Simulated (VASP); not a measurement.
# Li (Fm-3m) in VASP: single point with PBEsol

Aim: the single point of Li with PBEsol.

Program: VASP 6.6.1. These are calculated values, not measurements. Logs are shortened: lines on timing, memory, paths and dates and some standing lists are left out, and cuts for length are marked.

## 1. The cell of the first run

The structure is cubic, space group Fm-3m (No. 225). Conventional cell: a = 5.711 Å, b = 5.711 Å, c = 5.711 Å, α = 90.00°, β = 90.00°, γ = 90.00°. Within 5.3 Å of Li (site symmetry m-3m) lie 12 Li at 4.04 Å.

## 2. Single point, PBEsol

INCAR

```
SYSTEM = Li
  PREC = Accurate
  ENCUT = 750
  EDIFF = 1E-6
  ISMEAR = -1
  SIGMA = 0.05
  LREAL = .False.
  LASPH = .True.
  NELM = 120
  ALGO = Normal
  ISIF = 2
  LWAVE = .False.
  LCHARG = .False.
  GGA = PS
  NBANDS = 8
  GGA_COMPAT = .False.
```

KPOINTS

```
regular mesh
0
Gamma
  6 6 6
  0 0 0
```

POSCAR

```
Li
1.0
    0.0000000000      2.8553200000      2.8553200000
    2.8553200000      0.0000000000      2.8553200000
    2.8553200000      2.8553200000      0.0000000000
Li
1
Direct
    0.0000000000      0.0000000000      0.0000000000
```

Potentials or basis: VASP PAW PBE potentials, release 64 (Li_sv).

Started as:

```
$ cat potpaw_PBE.64/Li_sv/POTCAR > POTCAR
$ mpirun -np 1 vasp_std > vasp.out
```

OUTCAR:

```text
SYSTEM = Li
   PREC = Accurate
   ENCUT = 750
   EDIFF = 1E-6
   ISMEAR = -1
   LREAL = .False.
   LASPH = .True.
   NELM = 120
   ISIF = 2
   GGA = PS

 ion  position               nearest neighbor table
   1  0.000  0.000  0.000-

  LATTYP: Found a face centered cubic cell.
 ALAT       =     5.7106400000

  Lattice vectors:

 A1 = (   0.0000000000,   2.8553200000,   2.8553200000)
 A2 = (   2.8553200000,   0.0000000000,   2.8553200000)
 A3 = (   2.8553200000,   2.8553200000,   0.0000000000)

Analysis of symmetry for initial positions (statically):
=====================================================================
 Subroutine PRICEL returns:
 Original cell was already a primitive cell.

 Routine SETGRP: Setting up the symmetry group for a
 face centered cubic supercell.

 Subroutine GETGRP returns: Found 48 space group operations
 (whereof 48 operations were pure point group operations)
 out of a pool of 48 trial point group operations.

The static configuration has the point symmetry O_h .

Analysis of symmetry for dynamics (positions and initial velocities):
=====================================================================
 Subroutine PRICEL returns:
 Original cell was already a primitive cell.

 Routine SETGRP: Setting up the symmetry group for a
 face centered cubic supercell.

 Subroutine GETGRP returns: Found 48 space group operations
 (whereof 48 operations were pure point group operations)
 out of a pool of 48 trial point group operations.

The dynamic configuration has the point symmetry O_h .

 Subroutine INISYM returns: Found 48 space group operations
 (whereof 48 operations are pure point group operations),
 and found     1 'primitive' translations

----------------------------------------------------------------------------------------

                                     Primitive cell

  volume of cell :      46.5580

  direct lattice vectors                    reciprocal lattice vectors
     0.000000000  2.855320000  2.855320000    -0.175111721  0.175111721  0.175111721
     2.855320000  0.000000000  2.855320000     0.175111721 -0.175111721  0.175111721
     2.855320000  2.855320000  0.000000000     0.175111721  0.175111721 -0.175111721

  length of vectors
     4.038032269  4.038032269  4.038032269     0.303302398  0.303302398  0.303302398

[... 68 lines left out ...]
   NELM   =    120;   NELMIN=  2; NELMDL= -5     # of ELM steps
   EDIFF  = 0.1E-05   stopping-criterion for ELM
   LREAL  =      F    real-space projection
   EDIFFG = 0.1E-04   stopping-criterion for IOM
   NSW    =      0    number of steps for IOM
   IBRION =     -1    ionic relax: 0-MD 1-quasi-New 2-CG
   NFREE  =      0    steps in history (QN), initial steepest desc. (CG)
   ISIF   =      2    stress and relaxation
   ISYM   =      2    0-nonsym 1-usesym 2-fastsym
   POTIM  = 0.5000    time-step for ionic-motion
   TEBEG  =    0.0;   TEEND  =   0.0 temperature during run
   PSTRESS=    0.0 pullay stress
   NELECT =       3.0000    total number of electrons
   NUPDOWN=      -1.0000    fix difference up-down
   EMIN   =  10.00;   EMAX   =-10.00  energy-range for DOS
   EFERMI =   0.00;   METHOD = LEGACY
   ISMEAR =    -1;   SIGMA  =   0.05  broadening in eV -4-tet -1-fermi 0-gaus
   EFERMI_NEDOS =   21; number of points for ismear=-14 and -15
   IALGO  =     38    algorithm
   IMIX   =      4    mixing-type and parameters
     AMIX     =   0.40;   BMIX     =  1.00
     AMIX_MAG =   1.60;   BMIX_MAG =  1.00
  volume/ion in A,a.u.               =      46.56       314.19
  Fermi-wavevector in a.u.,A,eV,Ry     =   0.656322  1.240269  5.860831  0.430759
  Thomas-Fermi vector in A             =   1.727478
   LORBIT       =      0    0 simple, 1 ext, 2 COOP (PROOUT), +10 PAW based schemes
   GGA     = PS    functional components
   LHFCALC =     F    Hartree Fock is set to
   AEXX    =    0.0000 exact exchange contribution
   IVDW    =     0    specifies the selected vdW correction
   LEPSILON=     F    determine dielectric tensor
   LRPA    =     F    only Hartree local field effects (RPA)
 non-spin polarized calculation
  energy-cutoff  :      750.00
  volume of cell :       46.56
 maximum number of plane-waves:      2200
   NGX = 17   NGY = 17   NGZ = 17

 number of electron       3.0000000 magnetization

 Free energy of the ion-electron system (eV)
  ---------------------------------------------------
  ext. energy  EPLUGINS =         0.00000000
  ---------------------------------------------------
  free energy    TOTEN  =        -1.54244241 eV

  energy without entropy =       -1.53576517  energy(sigma->0) =       -1.53910379

 E-fermi :  -1.1371     XC(G=0):  -5.2820

 val. band max:       -1.2103957650   @ k =   0.5000   0.3333   0.1667
 cond. band min:      -0.8086186248   @ k =   0.5000   0.1667   0.0000
 fundamental gap:      0.4017771402
 Fermi energy:        -1.1371126346

 k-point     1 :       0.0000    0.0000    0.0000
  band No.  band energies     occupation
      1     -48.4590      2.00000
      2      -3.4376      2.00000
      3       6.9269      0.00000
      4       6.9269      0.00000
      5       6.9269      0.00000
      6       9.7477      0.00000
      7       9.7477      0.00000
      8       9.7477      0.00000
[... 155 lines left out ...]
 k-point    16 :      -0.3333    0.5000    0.1667
  band No.  band energies     occupation
      1     -48.4585      2.00000
      2       0.5475      0.00000
      3       1.6437      0.00000
      4       2.0158      0.00000
      5       2.9773      0.00000
      6       8.0609      0.00000
      7       8.2422      0.00000
      8      12.5178      0.00000

------------------------ aborting loop because EDIFF is reached ----------------------------------------

  FORCE on cell =-STRESS in cart. coord.  units (eV):
  Direction    XX          YY          ZZ          XY          YZ          ZX
  --------------------------------------------------------------------------------------
  -------------------------------------------------------------------------------------
  Total       -0.8275315     -0.8275315     -0.8275315     -0.0000000     -0.0000000      0.0000000
  in kB      -28.4774271    -28.4774271    -28.4774271     -0.0000000     -0.0000000      0.0000000
  external PRESSURE =     -28.4774271 kB  Pullay stress =       0.0000000 kB

 VOLUME and BASIS-vectors are now :
 -----------------------------------------------------------------------------
  energy-cutoff  :      750.00
  volume of cell :       46.56
      direct lattice vectors                 reciprocal lattice vectors
     0.000000000  2.855320000  2.855320000    -0.175111721  0.175111721  0.175111721
     2.855320000  0.000000000  2.855320000     0.175111721 -0.175111721  0.175111721
     2.855320000  2.855320000  0.000000000     0.175111721  0.175111721 -0.175111721

 POSITION                                       TOTAL-FORCE (eV/Angst)
 -----------------------------------------------------------------------------------
      0.00000      0.00000      0.00000        -0.000000      0.000000      0.000000
 -----------------------------------------------------------------------------------
    total drift:                               -0.000000     -0.000000      0.000000

  FREE ENERGIE OF THE ION-ELECTRON SYSTEM (eV)
  ---------------------------------------------------
  free  energy   TOTEN  =        -1.5424424051 eV

  energy  without entropy=       -1.5357651709  energy(sigma->0) =       -1.53910379
```

OSZICAR:

```text
N       E                     dE             d eps       ncg     rms          rms(c)
DAV:   1     0.705712621507E+00    0.70571E+00   -0.76057E+02   256   0.291E+02
DAV:   2    -0.141728644024E+01   -0.21230E+01   -0.21219E+01   360   0.377E+01
DAV:   3    -0.153909640349E+01   -0.12181E+00   -0.12176E+00   312   0.668E+00
DAV:   4    -0.154360377132E+01   -0.45074E-02   -0.45044E-02   408   0.119E+00
DAV:   5    -0.154361651781E+01   -0.12746E-04   -0.12746E-04   328   0.758E-02    0.833E-01
DAV:   6    -0.154297638090E+01    0.64014E-03   -0.59546E-04   288   0.159E-01    0.497E-01
DAV:   7    -0.154238319929E+01    0.59318E-03   -0.19518E-03   328   0.304E-01    0.469E-02
DAV:   8    -0.154244266620E+01   -0.59467E-04   -0.73628E-04   368   0.181E-01    0.401E-03
DAV:   9    -0.154244240509E+01    0.26111E-06   -0.19531E-06   360   0.122E-02
   1 F= -.15424424E+01 E0= -.15391038E+01  d E =-.667723E-02
```

Run time: 4 s. Hardware: 1 thread of Intel Xeon 6975P-C (Granite Rapids), shared host; peak memory 0.18 GiB.

What came out:

* Free energy: -1.5424 eV
* Pressure: -2.8 GPa

Levels at points of the mesh, in eV from the Fermi level:
```tsv
k point	band 1	band 2	band 3	band 4	band 5	band 6	band 7
(0.00, 0.00, 0.00)	-47.32	-2.30	8.06	8.06	8.06	10.88	10.88
(0.50, 0.00, 0.00)	-47.32	0.37	1.19	7.15	7.15	9.99	9.99
(0.50, 0.50, 0.00)	-47.32	1.19	2.51	4.97	4.97	6.59	7.71
```

Caveat: the PAW data sets were made with another functional, which shifts forces and pressure a little.
